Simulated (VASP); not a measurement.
Wanted: the native input for a VASP 6.6.1 run.

| Quantity | Value |
| --- | --- |
| Task | single point |
| Functional | LDA |
| Potentials or basis | VASP PAW LDA potentials, release 64 (Cd, F) |
| Cutoff | 520 eV |
| k mesh | 8 × 8 × 8 |
| Occupations | fermi-dirac, width 0.02 eV |
| Spin | no spin polarisation |
| Dipole correction | no |
| Further INCAR settings | ALGO = Normal; EDIFF = 1e-07; NBANDS = 20 |

The structure of CdF2 lies in POSCAR:

```
CdF2
1.0
    0.0000000000      2.7468369436      2.7468369436
    2.7468369436      0.0000000000      2.7468369436
    2.7468369436      2.7468369436      0.0000000000
Cd F
1 2
Direct
    0.0000000000      0.0000000000      0.0000000000
    0.2500000000      0.2500000000      0.2500000000
    0.7500000000      0.7500000000      0.7500000000
```

This cell differs from its parent crystal: volume scaled by 1.06.

One way to write it, as run:

INCAR

```
ALGO     = Normal         # electronic algorithm
EDIFF    = 1E-7           # SCF threshold, eV
ENCUT    = 520            # plane-wave cutoff, eV
GGA      = CA             # functional
ISIF     = 2              # what is computed and relaxed
ISMEAR   = -1             # smearing method
LASPH    = T              # aspherical terms in the spheres
LCHARG   = T              # write CHGCAR
LELF     = T              # ELF
LREAL    = F              # projectors in reciprocal space
LVHAR    = T            
LWAVE    = F              # write WAVECAR
NBANDS   = 20             # bands
NELM     = 100            # most SCF steps
PREC     = Accurate       # precision mode
SIGMA    = 0.02           # smearing width, eV
```

KPOINTS

```
k-points
0
Gamma
  8 8 8
```

Potentials or basis: VASP PAW LDA potentials, release 64 (Cd, F).

Run with:

```console
$ cat potpaw_LDA.64/Cd/POTCAR potpaw_LDA.64/F/POTCAR > POTCAR
$ mpirun -np 1 vasp_std > vasp.out
```

It gave:

```yaml
Pressure: -9.9 GPa
Band_gap_on_the_k_mesh: 2.60 eV, indirect (least direct gap 3.15 eV)
```

Wall time 12 s on 1 thread of Intel(R) Xeon(R) 6975P-C (Granite Rapids) (shared host), peak memory 0.16 GiB.
